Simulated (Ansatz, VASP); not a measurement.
MoS2 in VASP and in Ansatz

File INCAR:

```
SYSTEM = MoS2
PREC = Accurate ; ENCUT = 520
EDIFF = 1E-6 ; ISMEAR = 0
SIGMA = 0.15 ; LREAL = .FALSE.
LASPH = .TRUE. ; NELM = 100
ALGO = Normal ; ISIF = 2
LWAVE = .FALSE. ; LCHARG = .FALSE.
GGA = PS ; NBANDS = 49
```

The input KPOINTS:

```
Automatic mesh
0
G
  17 17 3
  0 0 0
```

The input POSCAR:

```
MoS2
1.0
   -1.5602034497     -2.7023516451      0.0000000000
    1.5602034497     -2.7023516451      0.0000000000
    0.0000000000      0.0000000000     18.7580752127
Mo S
3 6
Direct
    0.3333333333      0.3333333333      0.1622403579
    0.6666666667      0.6666666667      0.4866886290
    0.0000000000      1.0000000000      0.8111369000
    1.0000000000      1.0000000000      0.5720412198
    0.3333333333      0.3333333333      0.8964894909
    0.6666666667      0.6666666667      0.2475929488
    1.0000000000      1.0000000000      0.0768877671
    0.3333333333      0.3333333333      0.4013360381
    0.6666666667      0.6666666667      0.7257843092
```

Input for Ansatz:

```yaml
crystal:
  lattice:
    - [-1.5602034497, -2.7023516451, 0.0]
    - [1.5602034497, -2.7023516451, 0.0]
    - [0.0, 0.0, 18.7580752127]
  atoms:
    - { symbol: Mo, position: [0.3333333333, 0.3333333333, 0.1622403579] }
    - { symbol: Mo, position: [0.6666666667, 0.6666666667, 0.486688629] }
    - { symbol: Mo, position: [0.0, 1.0, 0.8111369] }
    - { symbol: S, position: [1.0, 1.0, 0.5720412198] }
    - { symbol: S, position: [0.3333333333, 0.3333333333, 0.8964894909] }
    - { symbol: S, position: [0.6666666667, 0.6666666667, 0.2475929488] }
    - { symbol: S, position: [1.0, 1.0, 0.0768877671] }
    - { symbol: S, position: [0.3333333333, 0.3333333333, 0.4013360381] }
    - { symbol: S, position: [0.6666666667, 0.6666666667, 0.7257843092] }
basis:
  ecutwfc: 420
kpoints:
  mp_grid: { grid: [17, 17, 3] }
hamiltonian:
  xc: pbesol
scf:
  occupations: { method: gaussian, width: 0.15 }
output:
  forces: true
  stress: true
  eigenvalues: true
```

Alike in both runs: task single point; functional PBEsol; k mesh 17 × 17 × 3; occupations gaussian, width 0.15 eV; no spin polarisation.

|  | VASP | Ansatz |
| --- | --- | --- |
| version | VASP 6.6.1 | Ansatz 0.2.0 |
| potentials or method | VASP PAW PBE potentials, release 64 (Mo_sv, S), cutoff 520 eV | scalar-relativistic, plane waves, PAW |
| valence electrons in the cell | 78 | 78 |

|  | VASP | Ansatz | Ansatz less VASP |
| --- | --- | --- | --- |
| gap on the k mesh at the Fermi level (eV) | none | none | - |
| pressure (GPa) | -0.1 | -0.1 | -0.01 |
| traceless stress, the component that is largest in VASP (GPa) | -0.16 | -0.16 | 0.000 |
| rms of the force components (eV/Å) | 0.015 | 0.014 | -0.0011 |

VASP's potentials were made for PBE, not for PBEsol. Atom by atom the forces differ by 0.002 eV/Å (rms over components). A gap of «none» marks a metal or a gap that the smearing closes.
